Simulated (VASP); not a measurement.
Write the native input for VASP 6.6.1 that does the following.

- Task: relaxation of cell and atoms
- Functional: PBE
- Potentials or basis: VASP PAW PBE potentials, release 64 (I)
- Cutoff: 600 eV
- k mesh: 5 × 5 × 5
- Occupations: fermi-dirac, width 0.02 eV
- Spin: no spin polarisation
- Target pressure: 10 GPa
- Dipole correction: no
- Further INCAR settings: ALGO = Normal; EDIFF = 1e-06; IBRION = 2; EDIFFG = -0.03; NSW = 50; ISIF = 3

The structure of I lies in POSCAR:

```
I
1.0
    0.0000000000      3.4950000000      3.4950000000
    3.4950000000      0.0000000000      3.4950000000
    3.4950000000      3.4950000000      0.0000000000
I
2
Direct
    0.0000000000      0.0000000000      0.0000000000
    0.2500000000      0.2500000000      0.2500000000
```

These files were run (other wordings do the same):

INCAR

```
PREC     = Accurate       # precision mode
ENCUT    = 600            # plane-wave cutoff, eV
EDIFF    = 1E-6           # SCF threshold, eV
ISMEAR   = -1             # smearing method
SIGMA    = 0.02           # smearing width, eV
LREAL    = F              # projectors in reciprocal space
LASPH    = T              # aspherical terms in the spheres
NELM     = 60             # most SCF steps
ALGO     = Normal         # electronic algorithm
ISIF     = 3              # what is computed and relaxed
LWAVE    = F              # write WAVECAR
LCHARG   = F              # write CHGCAR
GGA      = PE             # functional
IBRION   = 2              # ionic algorithm
NSW      = 50             # ionic steps
EDIFFG   = -0.03          # ionic threshold
PSTRESS  = 100.0
```

KPOINTS

```
regular mesh
0
Gamma
  5 5 5
```

Potentials or basis: VASP PAW PBE potentials, release 64 (I).

Command:

```sh
$ cat potpaw_PBE.64/I/POTCAR > POTCAR
$ mpirun -np 1 vasp_std > vasp.out
```

It gave:

```
Relaxed volume                                             : 41.60 Å³/atom
Relaxed cell                                               : a = 4.900 Å, b = 4.900 Å, c = 4.900 Å, α = 60.00°, β = 60.00°, γ = 60.00°
Space group after relaxing (to 0.1 Å)                      : Fd-3m (No. 227)
Energy change on relaxing (the run minimises the enthalpy) : +64.3 meV/atom
Ionic steps                                                : 3
Pressure after relaxing                                    : 10.0 GPa
Band gap on the k mesh                                     : zero (bands 7 and 8 overlap by 2.21 eV)
```

Caveat: the cell is relaxed towards a set pressure, so the run minimises the enthalpy, not the energy; spin-orbit coupling is left out, which moves the levels of the heavy elements.

Wall time 47 s on 1 thread of AMD EPYC 7R13, on a shared host, peak memory 0.2 GiB.
